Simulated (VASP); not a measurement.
# KF (Fm-3m) in VASP: a series of runs

The runs below take KF through single point, relaxation of cell and atoms, with r2SCAN, PBE, PBEsol, LDA.

Everything below comes from runs of VASP 6.6.1. Logs are shortened: lines on timing, memory, paths and dates and some standing lists are left out, and cuts for length are marked.

**1. The cell of the first run**

The structure is cubic, space group Fm-3m (No. 225). The conventional cell has a = 5.318 Å, b = 5.318 Å, c = 5.318 Å, α = 90.00°, β = 90.00°, γ = 90.00°. Within 3.5 Å of K (site symmetry m-3m) lie 6 F at 2.66 Å. F (site symmetry m-3m) has 6 K at 2.66 Å within 3.5 Å.

**2. Single point, r2SCAN**

The input, POSCAR:

```
KF
1.0
    0.0000000000      2.6589614660      2.6589614660
    2.6589614660      0.0000000000      2.6589614660
    2.6589614660      2.6589614660      0.0000000000
K F
1 1
Direct
    0.0000000000      0.0000000000      0.0000000000
    0.5000000000      0.5000000000      0.5000000000
```

The input, INCAR.step1:

```
SYSTEM = KF
PREC = Accurate
ENCUT = 520
ISMEAR = -1
SIGMA = 0.02
LREAL = .False.
LASPH = .True.
NELM = 80
NBANDS = 15
GGA = PE
ALGO = Normal
EDIFF = 1E-4
LWAVE = .True.
LCHARG = .False.
```

The input, INCAR.step2:

```
SYSTEM = KF
PREC = Accurate
ENCUT = 520
EDIFF = 1E-6
ISMEAR = -1
SIGMA = 0.02
LREAL = .False.
LASPH = .True.
NELM = 80
ALGO = Normal
ISIF = 2
LWAVE = .False.
LCHARG = .False.
METAGGA = R2SCAN
LMIXTAU = .True.
NBANDS = 15
ISTART = 1
```

The input, KPOINTS:

```
Automatic mesh
0
Gamma
  8 8 8
  0 0 0
```

Potentials or basis: VASP PAW PBE potentials, release 64 (K_sv, F).

Run with:

```console
$ cat potpaw_PBE.64/K_sv/POTCAR potpaw_PBE.64/F/POTCAR > POTCAR
$ cp INCAR.step1 INCAR
$ mpirun -np 1 vasp_std > vasp.out
$ cp INCAR.step2 INCAR
$ mpirun -np 1 vasp_std > vasp.out
```

OUTCAR:

```text
SYSTEM = KF
   PREC = Accurate
   ENCUT = 520
   EDIFF = 1E-6
   ISMEAR = -1
   LREAL = .False.
   LASPH = .True.
   NELM = 80
   ISIF = 2
   METAGGA = R2SCAN
   ISTART = 1

 ion  position               nearest neighbor table
   1  0.000  0.000  0.000-   2 2.66   2 2.66   2 2.66   2 2.66   2 2.66   2 2.66
   2  0.500  0.500  0.500-   1 2.66   1 2.66   1 2.66   1 2.66   1 2.66   1 2.66

  LATTYP: Found a face centered cubic cell.
 ALAT       =     5.3179229320

  Lattice vectors:

 A1 = (   0.0000000000,   2.6589614660,   2.6589614660)
 A2 = (   2.6589614660,   0.0000000000,   2.6589614660)
 A3 = (   2.6589614660,   2.6589614660,   0.0000000000)

Analysis of symmetry for initial positions (statically):
=====================================================================
 Subroutine PRICEL returns:
 Original cell was already a primitive cell.

 Routine SETGRP: Setting up the symmetry group for a
 face centered cubic supercell.

 Subroutine GETGRP returns: Found 48 space group operations
 (whereof 48 operations were pure point group operations)
 out of a pool of 48 trial point group operations.

The static configuration has the point symmetry O_h .

Analysis of symmetry for dynamics (positions and initial velocities):
=====================================================================
 Subroutine PRICEL returns:
 Original cell was already a primitive cell.

 Routine SETGRP: Setting up the symmetry group for a
 face centered cubic supercell.

 Subroutine GETGRP returns: Found 48 space group operations
 (whereof 48 operations were pure point group operations)
 out of a pool of 48 trial point group operations.

The dynamic configuration has the point symmetry O_h .

 Subroutine INISYM returns: Found 48 space group operations
 (whereof 48 operations are pure point group operations),
 and found     1 'primitive' translations

----------------------------------------------------------------------------------------

                                     Primitive cell

  volume of cell :      37.5981

  direct lattice vectors                    reciprocal lattice vectors
     0.000000000  2.658961466  2.658961466    -0.188043342  0.188043342  0.188043342
     2.658961466  0.000000000  2.658961466     0.188043342 -0.188043342  0.188043342
     2.658961466  2.658961466  0.000000000     0.188043342  0.188043342 -0.188043342

  length of vectors
     3.760339367  3.760339367  3.760339367     0.325700622  0.325700622  0.325700622

  position of ions in fractional coordinates (direct lattice)
     0.000000000  0.000000000  0.000000000
     0.500000000  0.500000000  0.500000000

  ion indices of the primitive-cell ions
   primitive index   ion index
                 1           1
                 2           2

----------------------------------------------------------------------------------------

 KPOINTS: Automatic mesh

Automatic generation of k-mesh.
 Grid dimensions read from file:
 generate k-points for:    8    8    8

 Generating k-lattice:

  Cartesian coordinates                     Fractional coordinates (reciprocal lattice)
    -0.023505418  0.023505418  0.023505418     0.125000000  0.000000000  0.000000000
     0.023505418 -0.023505418  0.023505418     0.000000000  0.125000000  0.000000000
     0.023505418  0.023505418 -0.023505418     0.000000000  0.000000000  0.125000000

  Length of vectors
     0.040712578  0.040712578  0.040712578

  Shift w.r.t. Gamma in fractional coordinates (k-lattice)
     0.000000000  0.000000000  0.000000000

 Subroutine IBZKPT returns following result:
 ===========================================

 Found     29 irreducible k-points:

 Following reciprocal coordinates:
            Coordinates               Weight
  0.000000  0.000000  0.000000      1.000000
  0.125000  0.000000  0.000000      8.000000
  0.250000  0.000000  0.000000      8.000000
  0.375000  0.000000  0.000000      8.000000
  0.500000  0.000000  0.000000      4.000000
  0.125000  0.125000  0.000000      6.000000
[... 16 lines left out ...]
  0.500000  0.250000  0.125000     48.000000
 -0.375000  0.250000  0.125000     24.000000
 [... further k-points ...]
   k-points           NKPTS =     29   k-points in BZ     NKDIM =     29   number of bands    NBANDS=     15
   number of dos      NEDOS =    301   number of ions     NIONS =      2
   total plane-waves  NPLWV =  21952
   dimension x,y,z NGX =    28 NGY =   28 NGZ =   28
   dimension x,y,z NGXF=    56 NGYF=   56 NGZF=   56
   ions per type =               1   1
   NGX,Y,Z   is equivalent  to a cutoff of  12.38, 12.38, 12.38 a.u.
   NGXF,Y,Z  is equivalent  to a cutoff of  24.76, 24.76, 24.76 a.u.
 SYSTEM =  KF
   PREC   = accura    normal or accurate (medium, high low for compatibility)
   ISTART =      1    job   : 0-new  1-cont  2-samecut
   ICHARG =      0    charge: 1-file 2-atom 10-const
   ISPIN  =      1    spin polarized calculation?
   LNONCOLLINEAR =      F non collinear calculations
   LSORBIT =      F    spin-orbit coupling
   LASPH  =      T    aspherical Exc in radial PAW
   ENCUT  =  520.0 eV  38.22 Ry    6.18 a.u.   6.99  6.99  6.99*2*pi/ulx,y,z
   NELM   =     80;   NELMIN=  2; NELMDL=  0     # of ELM steps
   EDIFF  = 0.1E-05   stopping-criterion for ELM
   LREAL  =      F    real-space projection
   EDIFFG = 0.1E-04   stopping-criterion for IOM
   NSW    =      0    number of steps for IOM
   IBRION =     -1    ionic relax: 0-MD 1-quasi-New 2-CG
   NFREE  =      0    steps in history (QN), initial steepest desc. (CG)
   ISIF   =      2    stress and relaxation
   ISYM   =      2    0-nonsym 1-usesym 2-fastsym
   POTIM  = 0.5000    time-step for ionic-motion
   TEBEG  =    0.0;   TEEND  =   0.0 temperature during run
   PSTRESS=    0.0 pullay stress
   NELECT =      16.0000    total number of electrons
   NUPDOWN=      -1.0000    fix difference up-down
   EMIN   =  10.00;   EMAX   =-10.00  energy-range for DOS
   EFERMI =   0.00;   METHOD = LEGACY
   ISMEAR =    -1;   SIGMA  =   0.02  broadening in eV -4-tet -1-fermi 0-gaus
   EFERMI_NEDOS =   21; number of points for ismear=-14 and -15
   IALGO  =     38    algorithm
   IMIX   =      4    mixing-type and parameters
     AMIX     =   0.40;   BMIX     =  1.00
     AMIX_MAG =   1.60;   BMIX_MAG =  1.00
  volume/ion in A,a.u.               =      18.80       126.86
  Fermi-wavevector in a.u.,A,eV,Ry     =   1.231382  2.326974 20.630534  1.516302
  Thomas-Fermi vector in A             =   2.366194
   LORBIT       =      0    0 simple, 1 ext, 2 COOP (PROOUT), +10 PAW based schemes
   METAGGA = R2SCAN    functional components
   LHFCALC =     F    Hartree Fock is set to
   AEXX    =    0.0000 exact exchange contribution
   IVDW    =     0    specifies the selected vdW correction
   LEPSILON=     F    determine dielectric tensor
   LRPA    =     F    only Hartree local field effects (RPA)
 non-spin polarized calculation
  energy-cutoff  :      520.00
  volume of cell :       37.60
 maximum number of plane-waves:      1036
   NGX = 13   NGY = 13   NGZ = 13

 number of electron      16.0000010 magnetization

 Free energy of the ion-electron system (eV)
  ---------------------------------------------------
  ext. energy  EPLUGINS =         0.00000000
  ---------------------------------------------------
  free energy    TOTEN  =       -14.97291620 eV

  energy without entropy =      -14.97291620  energy(sigma->0) =      -14.97291620

 E-fermi :  -2.8437     XC(G=0):  -8.9718

 val. band max:       -3.3119933180   @ k =   0.0000   0.0000   0.0000
 cond. band min:       3.5957213239   @ k =   0.0000   0.0000   0.0000
 fundamental gap:      6.9077146419
 Fermi energy:        -2.8436765663

 k-point     1 :       0.0000    0.0000    0.0000
  band No.  band energies     occupation
      1     -30.3949      2.00000
      2     -23.1085      2.00000
      3     -12.8696      2.00000
      4     -12.8696      2.00000
      5     -12.8696      2.00000
      6      -3.3120      2.00000
      7      -3.3120      2.00000
      8      -3.3120      2.00000
      9       3.5957      0.00000
     10       8.1806      0.00000
     11       8.1806      0.00000
     12       8.1806      0.00000
     13      10.0620      0.00000
     14      10.0620      0.00000
     15      13.9772      0.00000

 k-point     2 :       0.1250    0.0000    0.0000
  band No.  band energies     occupation
      1     -30.3802      2.00000
      2     -23.1225      2.00000
      3     -12.9116      2.00000
      4     -12.8750      2.00000
      5     -12.8750      2.00000
      6      -3.4474      2.00000
      7      -3.3647      2.00000
      8      -3.3647      2.00000
      9       4.0333      0.00000
     10       7.8798      0.00000
     11       8.4004      0.00000
     12       8.4004      0.00000
     13      10.2122      0.00000
     14      10.2122      0.00000
     15      14.8089      0.00000

 k-point     3 :       0.2500    0.0000    0.0000
  band No.  band energies     occupation
      1     -30.3444      2.00000
      2     -23.1555      2.00000
      3     -13.0119      2.00000
      4     -12.8878      2.00000
      5     -12.8878      2.00000
      6      -3.7384      2.00000
      7      -3.4892      2.00000
      8      -3.4892      2.00000
      9       5.1218      0.00000
     10       7.4793      0.00000
     11       8.9504      0.00000
     12       8.9504      0.00000
     13      10.6739      0.00000
     14      10.6739      0.00000
     15      16.1136      0.00000

 k-point     4 :       0.3750    0.0000    0.0000
  band No.  band energies     occupation
      1     -30.3082      2.00000
      2     -23.1891      2.00000
      3     -13.1111      2.00000
      4     -12.9004      2.00000
      5     -12.9004      2.00000
      6      -3.9933      2.00000
      7      -3.6102      2.00000
      8      -3.6102      2.00000
      9       6.1599      0.00000
     10       7.6081      0.00000
     11       9.4835      0.00000
     12       9.4835      0.00000
     13      11.4742      0.00000
     14      11.4742      0.00000
     15      15.0509      0.00000
[... 307 lines left out ...]
 k-point    22 :       0.3750    0.2500    0.1250
  band No.  band energies     occupation
      1     -30.3201      2.00000
      2     -23.1608      2.00000
      3     -13.0527      2.00000
      4     -13.0210      2.00000
      5     -12.9198      2.00000
      6      -3.8341      2.00000
      7      -3.5239      2.00000
      8      -3.3855      2.00000
      9       5.8340      0.00000
     10       6.7876      0.00000
     11       9.4948      0.00000
     12       9.6237      0.00000
     13      10.7011      0.00000
     14      11.1548      0.00000
     15      16.3251      0.00000

 k-point    23 :       0.5000    0.2500    0.1250
  band No.  band energies     occupation
      1     -30.2925      2.00000
      2     -23.1752      2.00000
      3     -13.1539      2.00000
      4     -13.0748      2.00000
      5     -12.9351      2.00000
      6      -3.8642      2.00000
      7      -3.6088      2.00000
      8      -3.4655      2.00000
      9       6.6100      0.00000
     10       7.0337      0.00000
     11       9.3987      0.00000
     12      10.1821      0.00000
     13      11.2386      0.00000
     14      12.2167      0.00000
     15      14.1791      0.00000

 k-point    24 :      -0.3750    0.2500    0.1250
  band No.  band energies     occupation
      1     -30.2810      2.00000
      2     -23.1809      2.00000
      3     -13.1995      2.00000
      4     -13.0916      2.00000
      5     -12.9430      2.00000
      6      -3.8703      2.00000
      7      -3.5875      2.00000
      8      -3.5617      2.00000
      9       6.7523      0.00000
     10       7.4695      0.00000
     11       9.3614      0.00000
     12      10.3620      0.00000
     13      11.7292      0.00000
     14      12.7683      0.00000
     15      13.2233      0.00000

 [... further k-points ...]
[... 5 lines left out ...]
  --------------------------------------------------------------------------------------
  -------------------------------------------------------------------------------------
  Total       -0.0077940     -0.0077940     -0.0077940      0.0000000      0.0000000      0.0000000
  in kB       -0.3321256     -0.3321256     -0.3321256      0.0000000      0.0000000      0.0000000
  external PRESSURE =      -0.3321256 kB  Pullay stress =       0.0000000 kB

 VOLUME and BASIS-vectors are now :
 -----------------------------------------------------------------------------
  energy-cutoff  :      520.00
  volume of cell :       37.60
      direct lattice vectors                 reciprocal lattice vectors
     0.000000000  2.658961466  2.658961466    -0.188043342  0.188043342  0.188043342
     2.658961466  0.000000000  2.658961466     0.188043342 -0.188043342  0.188043342
     2.658961466  2.658961466  0.000000000     0.188043342  0.188043342 -0.188043342

 POSITION                                       TOTAL-FORCE (eV/Angst)
 -----------------------------------------------------------------------------------
      0.00000      0.00000      0.00000         0.000000      0.000000     -0.000000
      2.65896      2.65896      2.65896         0.000000      0.000000      0.000000
 -----------------------------------------------------------------------------------
    total drift:                                0.000000      0.000000      0.000000

  FREE ENERGIE OF THE ION-ELECTRON SYSTEM (eV)
  ---------------------------------------------------
  free  energy   TOTEN  =       -14.9729161979 eV

  energy  without entropy=      -14.9729161979  energy(sigma->0) =      -14.97291620
```

Wall time 61 s (1 thread of Intel Xeon Platinum 8488C (Sapphire Rapids), shared host); peak memory 0.17 GiB.

What came out:

```
Free energy            : -14.9729 eV
Pressure               : 0.0 GPa
Band gap on the k mesh : 6.91 eV, direct
```

Levels at points of the mesh, in eV from the valence-band top:
```csv
k point,band 4,band 5,band 6,band 7,band 8,band 9,band 10,band 11,band 12,band 13
"(0.00, 0.00, 0.00)",-9.56,-9.56,0.00,0.00,0.00,6.91,11.49,11.49,11.49,13.37
"(0.50, 0.00, 0.00)",-9.59,-9.59,-0.78,-0.35,-0.35,9.74,11.36,12.99,12.99,15.38
"(0.50, 0.50, 0.00)",-9.78,-9.78,-0.20,-0.05,-0.05,8.78,11.31,12.54,14.71,15.22
```

Caveat: the PAW data sets were made with another functional, which shifts forces and pressure a little.

(Continued in part 2 of 2.)
